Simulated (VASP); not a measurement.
Write the native input for VASP 6.6.1 that does the following.

```
Task                               : single point
Functional                         : PBE-based screened hybrid with 25 % exact exchange
Potentials or basis                : VASP PAW PBE potentials, release 64 (N)
Cutoff                             : 520 eV
k mesh                             : 6 × 6 × 6
Occupations                        : fermi-dirac, width 0.05 eV
Spin                               : no spin polarisation
Dipole correction                  : no
Grid for exact exchange (PRECFOCK) : Normal
Share of exact exchange            : 0.25
Further INCAR settings             : ALGO = Normal; EDIFF = 1e-07; NBANDS = 12
Screening parameter                : 0.15 1/Å
```

N:

```xyz
2
Lattice="2.5195 0.0000 0.0000 -1.2597 2.1819 0.0000 0.0000 0.0000 2.4460" Properties=species:S:1:pos:R:3 pbc="T T T"
N     0.0000    1.4546    1.8345
N     1.2597    0.7273    0.6115
```

The input as run:

POSCAR

```
N
1.0
    2.5194737886      0.0000000000      0.0000000000
   -1.2597368943      2.1819283051      0.0000000000
    0.0000000000      0.0000000000      2.4460020000
N
2
Direct
    0.3333333333      0.6666666667      0.7500000000
    0.6666666667      0.3333333333      0.2500000000
```

INCAR.step1

```
PREC = Accurate ; ENCUT = 520
EDIFF = 1E-5 ; ISMEAR = -1
SIGMA = 0.05 ; LREAL = False
LASPH = True ; NELM = 60
ALGO = Normal ; ISIF = 2
LWAVE = True ; LCHARG = False
NBANDS = 12 ; GGA = PE
```

INCAR.step2

```
PREC = Accurate ; ENCUT = 520
EDIFF = 1E-7 ; ISMEAR = -1
SIGMA = 0.05 ; LREAL = False
LASPH = True ; NELM = 60
ALGO = Normal ; ISIF = 2
LWAVE = False ; LCHARG = False
GGA = PE ; LHFCALC = True
AEXX = 0.25 ; HFSCREEN = 0.15
PRECFOCK = Normal ; NBANDS = 12
ISTART = 1
```

KPOINTS

```
regular mesh
0
Gamma
  6 6 6
```

Potentials or basis: VASP PAW PBE potentials, release 64 (N).

Command:

```bash
$ cat potpaw_PBE.64/N/POTCAR > POTCAR
$ cp INCAR.step1 INCAR
$ mpirun -np 1 vasp_std > vasp.out
$ cp INCAR.step2 INCAR
$ mpirun -np 1 vasp_std > vasp.out
```

Results of the run:

| Property | Result |
| --- | --- |
| Pressure | -1.3 GPa |
| Band gap on the k mesh | zero (bands 5 and 6 overlap by 5.69 eV) |

Caveat: the k points lie up to 0.48 Å⁻¹ apart, too coarse for converged energies and pressures of a metal; the PAW data sets were made with another functional, which shifts forces and pressure a little.

Run time: 15 min on 1 thread of Intel(R) Xeon(R) Platinum 8259CL CPU @ 2.50GHz (Skylake/Cascade Lake) (shared host), peak memory 0.21 GiB.
